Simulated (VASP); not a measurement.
# Hf2Ti2Ge3 (P-3m1) in VASP: single point with PBE

Aim: the single point of Hf2Ti2Ge3 with PBE.

Program: VASP 6.6.1. These are calculated values, not measurements. Logs are shortened: lines on timing, memory, paths and dates and some standing lists are left out, and cuts for length are marked.

### Step 1. The cell of the first run

The structure is trigonal, space group P-3m1 (No. 164). Conventional cell: a = 4.405 Å, b = 4.405 Å, c = 8.790 Å, α = 90.00°, β = 90.00°, γ = 120.00°. Within 3.5 Å of Hf (site symmetry 3m) lie 4 Ge at 2.65 to 2.83 Å and 1 Hf at 3.13 Å and 3 Ti at 3.20 Å. Ti (site symmetry 3m) has 7 Ge at 2.69 to 2.99 Å and 3 Ti at 3.11 Å and 3 Hf at 3.20 Å within 3.6 Å. Within 3.6 Å of Ge (site symmetry -3m) lie 6 Ti at 2.69 Å and 2 Hf at 2.83 Å and 6 Ge at 3.30 Å. Ge (site symmetry 3m) has 3 Hf at 2.65 Å and 4 Ti at 2.82 to 2.99 Å and 3 Ge at 3.30 Å within 3.5 Å.

### Step 2. Single point, PBE

Input file INCAR:

```
ALGO     = Normal         # electronic algorithm
EDIFF    = 1E-6           # SCF threshold, eV
ENCUT    = 520            # plane-wave cutoff, eV
GGA      = PE             # functional
ISIF     = 2              # what is computed and relaxed
ISMEAR   = 0              # smearing method
LASPH    = True           # aspherical terms in the spheres
LCHARG   = True           # write CHGCAR
LELF     = True           # ELF
LREAL    = False          # projectors in reciprocal space
LVHAR    = True         
LWAVE    = False          # write WAVECAR
NBANDS   = 52             # bands
NELM     = 100            # most SCF steps
PREC     = Accurate       # precision mode
SIGMA    = 0.2            # smearing width, eV
```

Input file KPOINTS:

```
k-points
0
Gamma
  4 4 2
```

Input file POSCAR:

```
Hf2Ti2Ge3
1.0
    4.4045191341      0.0000000030      0.0000000000
   -2.2022595697      3.8144254601      0.0000000000
    0.0000000000      0.0000000000      8.7897681711
Hf Ti Ge
2 2 3
Direct
    0.0000000000      0.0000000000      0.1778989199
    0.0000000000      0.0000000000      0.8221010801
    0.3333333333      0.6666666667      0.6014443916
    0.6666666667      0.3333333333      0.3985556084
    0.0000000000      0.0000000000      0.5000000000
    0.3333333333      0.6666666667      0.2610356263
    0.6666666667      0.3333333333      0.7389643737
```

Potentials or basis: VASP PAW PBE potentials, release 64 (Hf_pv, Ti_sv, Ge_d).

The run is started by

```
$ cat potpaw_PBE.64/Hf_pv/POTCAR potpaw_PBE.64/Ti_sv/POTCAR potpaw_PBE.64/Ge_d/POTCAR > POTCAR
$ mpirun -np 1 vasp_std > vasp.out
```

OUTCAR:

```text
EDIFF = 1E-6
   ENCUT = 520
   GGA = PE
   ISIF = 2
   ISMEAR = 0
   LASPH = True
   LREAL = False
   NELM = 100
   PREC = Accurate

 ion  position               nearest neighbor table
   1  0.000  0.000  0.178-   6 2.65   6 2.65   6 2.65   5 2.83   2 3.13   4 3.20   4 3.20   4 3.20

   2  0.000  0.000  0.822-   7 2.65   7 2.65   7 2.65   5 2.83   1 3.13   3 3.20   3 3.20   3 3.20

   3  0.333  0.667  0.601-   5 2.69   5 2.69   5 2.69   7 2.82   7 2.82   7 2.82   2 3.20   2 3.20
                             2 3.20
   4  0.667  0.333  0.399-   5 2.69   5 2.69   5 2.69   6 2.82   6 2.82   6 2.82   1 3.20   1 3.20
                             1 3.20
   5  0.000  0.000  0.500-   3 2.69   4 2.69   4 2.69   3 2.69   4 2.69   3 2.69   1 2.83   2 2.83

   6  0.333  0.667  0.261-   1 2.65   1 2.65   1 2.65   4 2.82   4 2.82   4 2.82
   7  0.667  0.333  0.739-   2 2.65   2 2.65   2 2.65   3 2.82   3 2.82   3 2.82

  LATTYP: Found a hexagonal cell.
 ALAT       =     4.4045191341
 C/A-ratio  =     1.9956249260

  Lattice vectors:

 A1 = (   4.4045191341,   0.0000000030,   0.0000000000)
 A2 = (  -2.2022595697,   3.8144254601,   0.0000000000)
 A3 = (   0.0000000000,   0.0000000000,   8.7897681711)

Analysis of symmetry for initial positions (statically):
=====================================================================
 Subroutine PRICEL returns:
 Original cell was already a primitive cell.

 Routine SETGRP: Setting up the symmetry group for a
 hexagonal supercell.

 Subroutine GETGRP returns: Found 12 space group operations
 (whereof 12 operations were pure point group operations)
 out of a pool of 24 trial point group operations.

The static configuration has the point symmetry D_3d.

Analysis of symmetry for dynamics (positions and initial velocities):
=====================================================================
 Subroutine PRICEL returns:
 Original cell was already a primitive cell.

 Routine SETGRP: Setting up the symmetry group for a
 hexagonal supercell.

 Subroutine GETGRP returns: Found 12 space group operations
 (whereof 12 operations were pure point group operations)
 out of a pool of 24 trial point group operations.

The dynamic configuration has the point symmetry D_3d.

 Subroutine INISYM returns: Found 12 space group operations
 (whereof 12 operations are pure point group operations),
 and found     1 'primitive' translations

----------------------------------------------------------------------------------------

                                     Primitive cell

  volume of cell :     147.6743

  direct lattice vectors                    reciprocal lattice vectors
     4.404519134  0.000000003  0.000000000     0.227039540  0.131081340  0.000000000
    -2.202259570  3.814425460  0.000000000    -0.000000000  0.262162680  0.000000000
     0.000000000  0.000000000  8.789768171     0.000000000  0.000000000  0.113768643

  length of vectors
     4.404519134  4.404519134  8.789768171     0.262162680  0.262162680  0.113768643

  position of ions in fractional coordinates (direct lattice)
     0.000000000  0.000000000  0.177898920
     0.000000000  0.000000000  0.822101080
     0.333333333  0.666666667  0.601444392
     0.666666667  0.333333333  0.398555608
     0.000000000  0.000000000  0.500000000
     0.333333333  0.666666667  0.261035626
     0.666666667  0.333333333  0.738964374

  ion indices of the primitive-cell ions
   primitive index   ion index
                 1           1
                 2           2
                 3           3
                 4           4
                 5           5
                 6           6
                 7           7

----------------------------------------------------------------------------------------

 KPOINTS: k-points

Automatic generation of k-mesh.
 Grid dimensions read from file:
 generate k-points for:    4    4    2

 Generating k-lattice:

  Cartesian coordinates                     Fractional coordinates (reciprocal lattice)
     0.056759885  0.032770335  0.000000000     0.250000000 -0.000000000  0.000000000
    -0.000000000  0.065540670  0.000000000     0.000000000  0.250000000  0.000000000
     0.000000000  0.000000000  0.056884322     0.000000000  0.000000000  0.500000000

  Length of vectors
     0.065540670  0.065540670  0.056884322

  Shift w.r.t. Gamma in fractional coordinates (k-lattice)
     0.000000000  0.000000000  0.000000000

 Subroutine IBZKPT returns following result:
 ===========================================

 Found      8 irreducible k-points:

 Following reciprocal coordinates:
            Coordinates               Weight
  0.000000  0.000000  0.000000      1.000000
  0.250000 -0.000000  0.000000      6.000000
  0.500000 -0.000000  0.000000      3.000000
  0.250000  0.250000  0.000000      6.000000
  0.000000  0.000000  0.500000      1.000000
  0.250000 -0.000000  0.500000      6.000000
  0.500000 -0.000000  0.500000      3.000000
  0.250000  0.250000  0.500000      6.000000
   k-points           NKPTS =      8   k-points in BZ     NKDIM =      8   number of bands    NBANDS=     52
   number of dos      NEDOS =    301   number of ions     NIONS =      7
   total plane-waves  NPLWV =  90720
   dimension x,y,z NGX =    36 NGY =   36 NGZ =   70
   dimension x,y,z NGXF=    72 NGYF=   72 NGZF=  140
   ions per type =               2   2   3
   NGX,Y,Z   is equivalent  to a cutoff of  13.59, 13.59, 13.24 a.u.
   NGXF,Y,Z  is equivalent  to a cutoff of  27.18, 27.18, 26.48 a.u.
 SYSTEM =  unknown system
   PREC   = accura    normal or accurate (medium, high low for compatibility)
   ISTART =      0    job   : 0-new  1-cont  2-samecut
   ICHARG =      2    charge: 1-file 2-atom 10-const
   ISPIN  =      1    spin polarized calculation?
   LNONCOLLINEAR =      F non collinear calculations
   LSORBIT =      F    spin-orbit coupling
   LASPH  =      T    aspherical Exc in radial PAW
   ENCUT  =  520.0 eV  38.22 Ry    6.18 a.u.   8.19  8.19 16.34*2*pi/ulx,y,z
   NELM   =    100;   NELMIN=  2; NELMDL= -5     # of ELM steps
   EDIFF  = 0.1E-05   stopping-criterion for ELM
   LREAL  =      F    real-space projection
   EDIFFG = 0.1E-04   stopping-criterion for IOM
   NSW    =      0    number of steps for IOM
   IBRION =     -1    ionic relax: 0-MD 1-quasi-New 2-CG
   NFREE  =      0    steps in history (QN), initial steepest desc. (CG)
   ISIF   =      2    stress and relaxation
   ISYM   =      2    0-nonsym 1-usesym 2-fastsym
   POTIM  = 0.5000    time-step for ionic-motion
   TEBEG  =    0.0;   TEEND  =   0.0 temperature during run
   PSTRESS=    0.0 pullay stress
   NELECT =      86.0000    total number of electrons
   NUPDOWN=      -1.0000    fix difference up-down
   EMIN   =  10.00;   EMAX   =-10.00  energy-range for DOS
   EFERMI =   0.00;   METHOD = LEGACY
   ISMEAR =     0;   SIGMA  =   0.20  broadening in eV -4-tet -1-fermi 0-gaus
   EFERMI_NEDOS =   21; number of points for ismear=-14 and -15
   IALGO  =     38    algorithm
   IMIX   =      4    mixing-type and parameters
     AMIX     =   0.40;   BMIX     =  1.00
     AMIX_MAG =   1.60;   BMIX_MAG =  1.00
  volume/ion in A,a.u.               =      21.10       142.37
  Fermi-wavevector in a.u.,A,eV,Ry     =   1.367118  2.583478 25.429442  1.869011
  Thomas-Fermi vector in A             =   2.493199
   LORBIT       =      0    0 simple, 1 ext, 2 COOP (PROOUT), +10 PAW based schemes
   GGA     = PE    functional components
   LHFCALC =     F    Hartree Fock is set to
   AEXX    =    0.0000 exact exchange contribution
   IVDW    =     0    specifies the selected vdW correction
   LEPSILON=     F    determine dielectric tensor
   LRPA    =     F    only Hartree local field effects (RPA)
 non-spin polarized calculation
 Gauss-broadening in eV      SIGMA  =   0.20
  energy-cutoff  :      520.00
  volume of cell :      147.67
 maximum number of plane-waves:      3996
 NGX is ok and might be reduce to    36
   NGX = 17   NGY = 17   NGZ = 33

 number of electron      85.9999977 magnetization

 Free energy of the ion-electron system (eV)
  ---------------------------------------------------
  ext. energy  EPLUGINS =         0.00000000
  ---------------------------------------------------
  free energy    TOTEN  =       -49.41065249 eV

  energy without entropy =      -49.29040797  energy(sigma->0) =      -49.35053023

 E-fermi :   5.7702     XC(G=0): -10.7012

 val. band max:        5.7531166542   @ k =   0.0000   0.0000   0.0000
 cond. band min:       5.8346292879   @ k =   0.5000  -0.0000   0.0000
 fundamental gap:      0.0815126337
 Fermi energy:         5.7701793215

 k-point     1 :       0.0000    0.0000    0.0000
  band No.  band energies     occupation
      1     -51.2092      2.00000
      2     -51.1807      2.00000
      3     -27.5437      2.00000
      4     -27.5030      2.00000
      5     -27.5030      2.00000
      6     -27.4676      2.00000
[... 44 lines left out ...]
     51       8.1022      0.00000
     52       8.2056      0.00000

 k-point     2 :       0.2500   -0.0000    0.0000
  band No.  band energies     occupation
      1     -51.2054      2.00000
      2     -51.1842      2.00000
      3     -27.5465      2.00000
      4     -27.5272      2.00000
      5     -27.5094      2.00000
      6     -27.4498      2.00000
[... 44 lines left out ...]
     51       7.5584      0.00000
     52       7.7659      0.00000

 k-point     3 :       0.5000   -0.0000    0.0000
  band No.  band energies     occupation
      1     -51.1994      2.00000
      2     -51.1899      2.00000
      3     -27.5489      2.00000
      4     -27.5446      2.00000
      5     -27.5153      2.00000
      6     -27.4430      2.00000
[... 44 lines left out ...]
     51       7.3215      0.00000
     52       7.6714      0.00000

 k-point     4 :       0.2500    0.2500    0.0000
  band No.  band energies     occupation
      1     -51.1994      2.00000
      2     -51.1899      2.00000
      3     -27.5475      2.00000
      4     -27.5412      2.00000
      5     -27.5227      2.00000
      6     -27.4367      2.00000
[... 44 lines left out ...]
     51       7.5525      0.00000
     52       7.6724      0.00000

 k-point     5 :       0.0000    0.0000    0.5000
  band No.  band energies     occupation
      1     -51.2092      2.00000
      2     -51.1807      2.00000
      3     -27.5435      2.00000
      4     -27.5029      2.00000
      5     -27.5029      2.00000
      6     -27.4677      2.00000
[... 44 lines left out ...]
     51       7.6705      0.00000
     52       8.5223      0.00000

 k-point     6 :       0.2500   -0.0000    0.5000
  band No.  band energies     occupation
      1     -51.2054      2.00000
      2     -51.1842      2.00000
      3     -27.5465      2.00000
      4     -27.5273      2.00000
      5     -27.5094      2.00000
      6     -27.4498      2.00000
[... 44 lines left out ...]
     51       7.3858      0.00000
     52       8.0606      0.00000

 k-point     7 :       0.5000   -0.0000    0.5000
  band No.  band energies     occupation
      1     -51.1994      2.00000
      2     -51.1899      2.00000
      3     -27.5489      2.00000
      4     -27.5446      2.00000
      5     -27.5153      2.00000
      6     -27.4429      2.00000
[... 44 lines left out ...]
     51       7.4028      0.00000
     52       7.4572      0.00000

 k-point     8 :       0.2500    0.2500    0.5000
  band No.  band energies     occupation
      1     -51.1994      2.00000
      2     -51.1899      2.00000
      3     -27.5475      2.00000
      4     -27.5413      2.00000
      5     -27.5225      2.00000
      6     -27.4367      2.00000
[... 44 lines left out ...]
     51       7.3707      0.00000
     52       7.4897      0.00000

------------------------ aborting loop because EDIFF is reached ----------------------------------------

  FORCE on cell =-STRESS in cart. coord.  units (eV):
  Direction    XX          YY          ZZ          XY          YZ          ZX
  --------------------------------------------------------------------------------------
  -------------------------------------------------------------------------------------
  Total       -0.3090877     -0.3090877     -0.4685785      0.0000000      0.0000000      0.0000000
  in kB       -3.3534146     -3.3534146     -5.0837937      0.0000000      0.0000000      0.0000000
  external PRESSURE =      -3.9302076 kB  Pullay stress =       0.0000000 kB

 VOLUME and BASIS-vectors are now :
 -----------------------------------------------------------------------------
  energy-cutoff  :      520.00
  volume of cell :      147.67
      direct lattice vectors                 reciprocal lattice vectors
     4.404519134  0.000000003  0.000000000     0.227039540  0.131081340  0.000000000
    -2.202259570  3.814425460  0.000000000    -0.000000000  0.262162680  0.000000000
     0.000000000  0.000000000  8.789768171     0.000000000  0.000000000  0.113768643

 POSITION                                       TOTAL-FORCE (eV/Angst)
 -----------------------------------------------------------------------------------
      0.00000      0.00000      1.56369        -0.000000     -0.000000      0.098220
      0.00000      0.00000      7.22608        -0.000000      0.000000     -0.098220
     -0.00000      2.54295      5.28656         0.000000     -0.000000      0.066227
      2.20226      1.27148      3.50321        -0.000000      0.000000     -0.066227
      0.00000      0.00000      4.39488        -0.000000      0.000000     -0.000000
     -0.00000      2.54295      2.29444        -0.000000      0.000000      0.058302
      2.20226      1.27148      6.49533         0.000000     -0.000000     -0.058302
 -----------------------------------------------------------------------------------
    total drift:                                0.000000      0.000000     -0.000000

  FREE ENERGIE OF THE ION-ELECTRON SYSTEM (eV)
  ---------------------------------------------------
  free  energy   TOTEN  =       -49.4106524878 eV

  energy  without entropy=      -49.2904079687  energy(sigma->0) =      -49.35053023
```

Run time: 50 s. Hardware: 1 thread of Intel Xeon 6975P-C (Granite Rapids), shared host; peak memory 0.31 GiB.

What came out:

* Free energy: -49.4107 eV
* Pressure: -0.4 GPa
* Largest force: 0.098 eV/Å
* Band gap on the k mesh: zero (band 43 reaches 5.87 eV, above the bottom of band 44 at 5.60 eV)

Forces on the atoms (eV/Å):
```
Hf   0.000  0.000  0.098
Hf   0.000  0.000 -0.098
Ti   0.000  0.000  0.066
Ti   0.000  0.000 -0.066
Ge   0.000  0.000  0.000
Ge   0.000  0.000  0.058
Ge   0.000  0.000 -0.058
```

Stress tensor (GPa, compression positive):
```
-0.34  0.00  0.00
 0.00 -0.34  0.00
 0.00  0.00 -0.51
```

Levels at points of the mesh, in eV from the Fermi level:
| k point | band 41 | band 42 | band 43 | band 44 | band 45 | band 46 |
| --- | --- | --- | --- | --- | --- | --- |
| (0.00, 0.00, 0.00) | -1.03 | -1.03 | -0.02 | 0.22 | 0.58 | 0.58 |
| (0.50, 0.00, 0.00) | -1.07 | -0.60 | -0.25 | 0.06 | 0.19 | 0.59 |
| (0.00, 0.00, 0.50) | -1.05 | -1.05 | -0.74 | 0.92 | 0.95 | 0.95 |
| (0.50, 0.00, 0.50) | -1.00 | -0.63 | -0.19 | 0.38 | 0.45 | 0.56 |

Caveat: the k points lie up to 0.41 Å⁻¹ apart; spin-orbit coupling is left out, which moves the levels of the heavy elements.
